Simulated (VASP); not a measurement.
Runs of VASP 6.6.1 on Na3LaMg. The structure is that of space group Pm-3m (No. 221), or close to it. The cells are those of the table. 

```tsv
task	cell	k mesh	cutoff (eV)	gap on the mesh (eV)	pressure (GPa)
relaxation of cell and atoms	relaxed from a = 4.457 Å, 5 atoms	4 × 4 × 4	600	none	-0.1
single point	a = 5.686 Å, 5 atoms	4 × 4 × 4	520	none	0.2
single point	a = 5.732 Å, 5 atoms	8 × 8 × 8	520	none	(a)
single point	a = 4.457 Å, 5 atoms	4 × 4 × 4	520	none	38.7
```

Alike in all rows: level PBE; potentials or basis VASP PAW PBE potentials, release 64 (Na_pv, La, Mg); no spin polarisation; smearing gaussian 0.1 eV.

Problem. Estimate the missing entries.

Solution. (a) 0.0.

Caveats: spin-orbit coupling is left out, which moves the levels of the heavy elements.

A k mesh can miss the band edges, and the runs leave out spin-orbit coupling on La.

A gap of «none» marks levels without a gap at the run's occupations.
